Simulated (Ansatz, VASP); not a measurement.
TiC in VASP and in Ansatz

The input POSCAR:

```
TiC
1.0
    0.0000000000      2.1650000000      2.1650000000
    2.1650000000      0.0000000000      2.1650000000
    2.1650000000      2.1650000000      0.0000000000
Ti C
1 1
Direct
    0.0080002347      0.0080002347      0.0080002347
    0.5000000000      0.5000000000      0.5000000000
```

INCAR.step1

```
SYSTEM = TiC
PREC = Accurate ; ENCUT = 520
EDIFF = 1E-5 ; ISMEAR = -1
SIGMA = 0.1 ; LREAL = .FALSE.
LASPH = .TRUE. ; NELM = 80
ALGO = Normal ; ISIF = 2
LWAVE = .TRUE. ; NBANDS = 15
GGA = PE
```

File INCAR.step2:

```
SYSTEM = TiC
PREC = Accurate ; ENCUT = 520
EDIFF = 1E-7 ; ISMEAR = -1
SIGMA = 0.1 ; LREAL = .FALSE.
LASPH = .TRUE. ; NELM = 80
ALGO = Normal ; ISIF = 2
LWAVE = .FALSE. ; LCHARG = .TRUE.
GGA = PE ; LHFCALC = .TRUE.
HFSCREEN = 0.2079 ; PRECFOCK = Normal
LELF = .TRUE. ; LVHAR = .TRUE.
NBANDS = 15 ; ISTART = 1
```

Contents of KPOINTS:

```
Automatic mesh
0
G
  4 4 4
  0 0 0
```

Input for Ansatz:

```yaml
crystal:
  lattice:
    - [0.0, 2.165, 2.165]
    - [2.165, 0.0, 2.165]
    - [2.165, 2.165, 0.0]
  atoms:
    - { symbol: Ti, position: [0.0080002347, 0.0080002347, 0.0080002347] }
    - { symbol: C, position: [0.5, 0.5, 0.5] }
kpoints:
  mp_grid: { grid: [4, 4, 4] }
hamiltonian:
  xc: hse06
  pseudopotentials:
    kind: all_electron
    relativity: scalar
    datasets: crystal
    dataset_attempts: all
    nuclear_model: point
scf:
  occupations: { method: fermi_dirac, width: 0.1 }
  convergence: { dr2_threshold: "1e-9 eV" }
  max_iter: 400
  lower_state_search: "off"
output:
  forces: true
  stress: true
```

Alike in both runs: task single point; functional HSE06; k mesh 4 × 4 × 4; occupations fermi-dirac, width 0.1 eV; no spin polarisation.

```csv
,VASP,Ansatz
version,VASP 6.6.1,Ansatz 0.2.0 development build
potentials or method,"VASP PAW PBE potentials, release 64 (Ti_sv, C), cutoff 520 eV","plane waves, all-electron PAW datasets generated for the crystal"
```

|  | VASP | Ansatz | Ansatz less VASP |
| --- | --- | --- | --- |
| rms of the force components (eV/Å) | 0.044 | 0.045 | +0.0009 |

Atom by atom the forces differ by 0.001 eV/Å (rms over components). Ansatz ran all-electron here, and VASP with PAW potentials. Ansatz's warnings: filled band counts differ across k points.

The k mesh is coarse, so the values compare programs but aren't converged.
